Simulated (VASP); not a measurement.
# Ag in VASP: further runs, part 3 of 3

VASP 6.6.1. The steps go on from the part before.

### Step 6. Single point, PBE

The input, INCAR:

```
PREC     = Accurate       # precision mode
ENCUT    = 520            # plane-wave cutoff, eV
EDIFF    = 1E-7           # SCF threshold, eV
ISMEAR   = 1              # smearing method
SIGMA    = 0.12           # smearing width, eV
LREAL    = False          # projectors in reciprocal space
LASPH    = True           # aspherical terms in the spheres
NELM     = 80             # most SCF steps
ALGO     = Normal         # electronic algorithm
ISIF     = 2              # what is computed and relaxed
LWAVE    = False          # write WAVECAR
LCHARG   = False          # write CHGCAR
GGA      = PE             # functional
NBANDS   = 24             # bands
```

The input, KPOINTS:

```
Automatic mesh
0
Gamma
  3 3 3
```

The input, POSCAR:

```
Ag
1.0
    1.4730471633      0.8504641762      7.2046500000
   -1.4730471633      0.8504641762      7.2046500000
    0.0000000000     -1.7009283525      7.2046500000
Ag
3
Direct
    0.0000442103     -0.0006000324     -0.0007823415
    0.7801787035      0.7776349967      0.7773412344
    0.2197770862      0.2229650357      0.2234411070
```

Potentials or basis: VASP PAW PBE potentials, release 64 (Ag).

On the command line:

```console
$ cat potpaw_PBE.64/Ag/POTCAR > POTCAR
$ mpirun -np 1 vasp_std > vasp.out
```

OUTCAR:

```text
PREC = Accurate
   ENCUT = 520
   EDIFF = 1E-7
   ISMEAR = 1
   LREAL = False
   LASPH = True
   NELM = 80
   ISIF = 2
   GGA = PE

 ion  position               nearest neighbor table
   1  0.000  0.999  0.999-   3 2.94   3 2.94   3 2.94   2 2.96   2 2.96   2 2.96
   2  0.780  0.778  0.777-   3 2.93   3 2.93   3 2.94   1 2.96   1 2.96   1 2.96
   3  0.220  0.223  0.223-   2 2.93   2 2.93   1 2.94   2 2.94   1 2.94   1 2.94

  LATTYP: Found a trigonal (rhomboedric) cell.
 ALAT       =     7.4027115899
 COS(alpha) =     0.9208079399

  Lattice vectors:

 A1 = (   1.4730471633,   0.8504641762,   7.2046500000)
 A2 = (  -1.4730471633,   0.8504641762,   7.2046500000)
 A3 = (   0.0000000000,  -1.7009283525,   7.2046500000)

Analysis of symmetry for initial positions (statically):
=====================================================================
 Subroutine PRICEL returns:
 Original cell was already a primitive cell.

 Routine SETGRP: Setting up the symmetry group for a
 trigonal (rhombohedral) supercell.

 Subroutine GETGRP returns: Found  1 space group operations
 (whereof  1 operations were pure point group operations)
 out of a pool of 12 trial point group operations.

The static configuration has the point symmetry C_1 .

Analysis of symmetry for dynamics (positions and initial velocities):
=====================================================================
 Subroutine PRICEL returns:
 Original cell was already a primitive cell.

 Routine SETGRP: Setting up the symmetry group for a
 trigonal (rhombohedral) supercell.

 Subroutine GETGRP returns: Found  1 space group operations
 (whereof  1 operations were pure point group operations)
 out of a pool of 12 trial point group operations.

The dynamic configuration has the point symmetry C_1 .

 Subroutine INISYM returns: Found  1 space group operations
 (whereof  1 operations are pure point group operations),
 and found     1 'primitive' translations

----------------------------------------------------------------------------------------

                                     Primitive cell

  volume of cell :      54.1548

  direct lattice vectors                    reciprocal lattice vectors
     1.473047163  0.850464176  7.204650000     0.339432445  0.195971413  0.046266416
    -1.473047163  0.850464176  7.204650000    -0.339432445  0.195971413  0.046266416
     0.000000000 -1.700928353  7.204650000     0.000000000 -0.391942827  0.046266416

  length of vectors
     7.402711590  7.402711590  7.402711590     0.394664111  0.394664111  0.394664111

  position of ions in fractional coordinates (direct lattice)
     0.000044210  0.999399968  0.999217659
     0.780178703  0.777634997  0.777341234
     0.219777086  0.222965036  0.223441107

  ion indices of the primitive-cell ions
   primitive index   ion index
                 1           1
                 2           2
                 3           3

----------------------------------------------------------------------------------------

 KPOINTS: Automatic mesh

Automatic generation of k-mesh.
 Grid dimensions read from file:
 generate k-points for:    3    3    3

 Generating k-lattice:

  Cartesian coordinates                     Fractional coordinates (reciprocal lattice)
     0.113144148  0.065323804  0.015422139     0.333333333 -0.000000000 -0.000000000
    -0.113144148  0.065323804  0.015422139    -0.000000000  0.333333333 -0.000000000
     0.000000000 -0.130647609  0.015422139    -0.000000000 -0.000000000  0.333333333

  Length of vectors
     0.131554704  0.131554704  0.131554704

  Shift w.r.t. Gamma in fractional coordinates (k-lattice)
     0.000000000  0.000000000  0.000000000

 Subroutine IBZKPT returns following result:
 ===========================================

 Found     14 irreducible k-points:

 Following reciprocal coordinates:
            Coordinates               Weight
  0.000000  0.000000  0.000000      1.000000
  0.333333 -0.000000  0.000000      2.000000
 -0.000000  0.333333  0.000000      2.000000
  0.000000  0.000000  0.333333      2.000000
  0.333333  0.333333  0.000000      2.000000
 -0.333333  0.000000 -0.333333      2.000000
 -0.000000  0.333333  0.333333      2.000000
 -0.333333  0.333333  0.000000      2.000000
  0.333333 -0.000000 -0.333333      2.000000
  0.000000 -0.333333  0.333333      2.000000
  0.333333  0.333333  0.333333      2.000000
 -0.333333  0.333333  0.333333      2.000000
  0.333333 -0.333333  0.333333      2.000000
  0.333333  0.333333 -0.333333      2.000000
   k-points           NKPTS =     14   k-points in BZ     NKDIM =     14   number of bands    NBANDS=     24
   number of dos      NEDOS =    301   number of ions     NIONS =      3
   total plane-waves  NPLWV = 175616
   dimension x,y,z NGX =    56 NGY =   56 NGZ =   56
   dimension x,y,z NGXF=   112 NGYF=  112 NGZF=  112
   ions per type =               3
   NGX,Y,Z   is equivalent  to a cutoff of  12.58, 12.58, 12.58 a.u.
   NGXF,Y,Z  is equivalent  to a cutoff of  25.15, 25.15, 25.15 a.u.
 SYSTEM =  unknown system
   PREC   = accura    normal or accurate (medium, high low for compatibility)
   ISTART =      0    job   : 0-new  1-cont  2-samecut
   ICHARG =      2    charge: 1-file 2-atom 10-const
   ISPIN  =      1    spin polarized calculation?
   LNONCOLLINEAR =      F non collinear calculations
   LSORBIT =      F    spin-orbit coupling
   LASPH  =      T    aspherical Exc in radial PAW
   ENCUT  =  520.0 eV  38.22 Ry    6.18 a.u.  13.76 13.76 13.76*2*pi/ulx,y,z
   NELM   =     80;   NELMIN=  2; NELMDL= -5     # of ELM steps
   EDIFF  = 0.1E-06   stopping-criterion for ELM
   LREAL  =      F    real-space projection
   EDIFFG = 0.1E-05   stopping-criterion for IOM
   NSW    =      0    number of steps for IOM
   IBRION =     -1    ionic relax: 0-MD 1-quasi-New 2-CG
   NFREE  =      0    steps in history (QN), initial steepest desc. (CG)
   ISIF   =      2    stress and relaxation
   ISYM   =      2    0-nonsym 1-usesym 2-fastsym
   POTIM  = 0.5000    time-step for ionic-motion
   TEBEG  =    0.0;   TEEND  =   0.0 temperature during run
   PSTRESS=    0.0 pullay stress
   NELECT =      33.0000    total number of electrons
   NUPDOWN=      -1.0000    fix difference up-down
   EMIN   =  10.00;   EMAX   =-10.00  energy-range for DOS
   EFERMI =   0.00;   METHOD = LEGACY
   ISMEAR =     1;   SIGMA  =   0.12  broadening in eV -4-tet -1-fermi 0-gaus
   EFERMI_NEDOS =   21; number of points for ismear=-14 and -15
   IALGO  =     38    algorithm
   IMIX   =      4    mixing-type and parameters
     AMIX     =   0.40;   BMIX     =  1.00
     AMIX_MAG =   1.60;   BMIX_MAG =  1.00
  volume/ion in A,a.u.               =      18.05       121.82
  Fermi-wavevector in a.u.,A,eV,Ry     =   1.387929  2.622805 26.209536  1.926347
  Thomas-Fermi vector in A             =   2.512103
   LORBIT       =      0    0 simple, 1 ext, 2 COOP (PROOUT), +10 PAW based schemes
   GGA     = PE    functional components
   LHFCALC =     F    Hartree Fock is set to
   AEXX    =    0.0000 exact exchange contribution
   IVDW    =     0    specifies the selected vdW correction
   LEPSILON=     F    determine dielectric tensor
   LRPA    =     F    only Hartree local field effects (RPA)
 non-spin polarized calculation
 Methfessel and Paxton  Order N= 1 SIGMA  =   0.12
  energy-cutoff  :      520.00
  volume of cell :       54.15
 maximum number of plane-waves:      1494
   NGX = 27   NGY = 27   NGZ = 27

 number of electron      33.0000001 magnetization

 Free energy of the ion-electron system (eV)
  ---------------------------------------------------
  ext. energy  EPLUGINS =         0.00000000
  ---------------------------------------------------
  free energy    TOTEN  =        -8.80010468 eV

  energy without entropy =       -8.79542121  energy(sigma->0) =       -8.79854352

 E-fermi :   6.9906     XC(G=0): -11.8760

 val. band max:        6.7901423779   @ k =   0.3333   0.3333   0.3333
 cond. band min:       7.0283791130   @ k =   0.3333  -0.0000   0.0000
 fundamental gap:      0.2382367351
 Fermi energy:         6.9905526026

 k-point     1 :       0.0000    0.0000    0.0000
  band No.  band energies     occupation
      1       0.3005      2.00000
      2       1.6943      2.00000
      3       1.7329      2.00000
      4       3.0211      2.00000
      5       3.0357      2.00000
      6       3.0361      2.00000
[... 367 lines left out ...]
     23      19.4758      0.00000
     24      21.9399      0.00000

------------------------ aborting loop because EDIFF is reached ----------------------------------------

  FORCE on cell =-STRESS in cart. coord.  units (eV):
  Direction    XX          YY          ZZ          XY          YZ          ZX
  --------------------------------------------------------------------------------------
  -------------------------------------------------------------------------------------
  Total       -1.3893960     -1.3778425     -0.9499781     -0.0078639     -0.0010552     -0.0014554
  in kB      -41.1054884    -40.7636767    -28.1052434     -0.2326561     -0.0312188     -0.0430584
  external PRESSURE =     -36.6581362 kB  Pullay stress =       0.0000000 kB

 VOLUME and BASIS-vectors are now :
 -----------------------------------------------------------------------------
  energy-cutoff  :      520.00
  volume of cell :       54.15
      direct lattice vectors                 reciprocal lattice vectors
     1.473047163  0.850464176  7.204650000     0.339432445  0.195971413  0.046266416
    -1.473047163  0.850464176  7.204650000    -0.339432445  0.195971413  0.046266416
     0.000000000 -1.700928353  7.204650000     0.000000000 -0.391942827  0.046266416

 POSITION                                       TOTAL-FORCE (eV/Angst)
 -----------------------------------------------------------------------------------
     -1.47210     -0.84961     14.39966        -0.001332     -0.001187      0.070532
      0.00375      0.00266     16.82397        -0.005745     -0.004141     -0.029419
     -0.00470     -0.00352      4.79962         0.007077      0.005328     -0.041113
 -----------------------------------------------------------------------------------
    total drift:                                0.000005      0.000004      0.000110

  FREE ENERGIE OF THE ION-ELECTRON SYSTEM (eV)
  ---------------------------------------------------
  free  energy   TOTEN  =        -8.8001046792 eV

  energy  without entropy=       -8.7954212088  energy(sigma->0) =       -8.79854352
```

Run time: 86 s. Hardware: 1 thread of Intel Xeon Platinum 8488C (Sapphire Rapids), shared host; peak memory 0.39 GiB.

Results:

| Quantity | Value |
| --- | --- |
| Free energy | -8.8001 eV |
| Pressure | -3.7 GPa |
| Largest force | 0.071 eV/Å |

Forces in eV/Å, atoms in the order of the input:
```
Ag  -0.001 -0.001  0.071
Ag  -0.006 -0.004 -0.029
Ag   0.007  0.005 -0.041
```

Stress tensor (GPa, compression positive):
```
-4.11 -0.02  0.00
-0.02 -4.08  0.00
 0.00  0.00 -2.81
```

Caveat: the k points lie up to 0.83 Å⁻¹ apart.

### Step 7. Summary

| task | level | k mesh | smearing | gap on the mesh (eV) | pressure (GPa) | largest force (eV/Å) |
| --- | --- | --- | --- | --- | --- | --- |
| single point | PBE+D3(BJ) | 2 × 2 × 2 | gaussian 0.1 eV | none | 0.8 | 0.22 |
| molecular dynamics | PBE | 3 × 3 × 3 | methfessel-paxton 0.12 eV | - | - | - |
| single point | PBE | 3 × 3 × 3 | methfessel-paxton 0.12 eV | none | -3.7 | 0.07 |

Some of these runs hold the atoms at other places in the same cell, which the table doesn't show; runs alike in all that it shows share one row.

Alike in all rows: potentials or basis VASP PAW PBE potentials, release 64 (Ag); no spin polarisation; cell as given; cutoff (eV) 520.

Caveats: all runs use coarse meshes; pairwise dispersion overbinds metals, which lowers pressure and volume (some runs).

Total energies depend on the potentials used, so only differences within one code and one set of settings carry meaning.
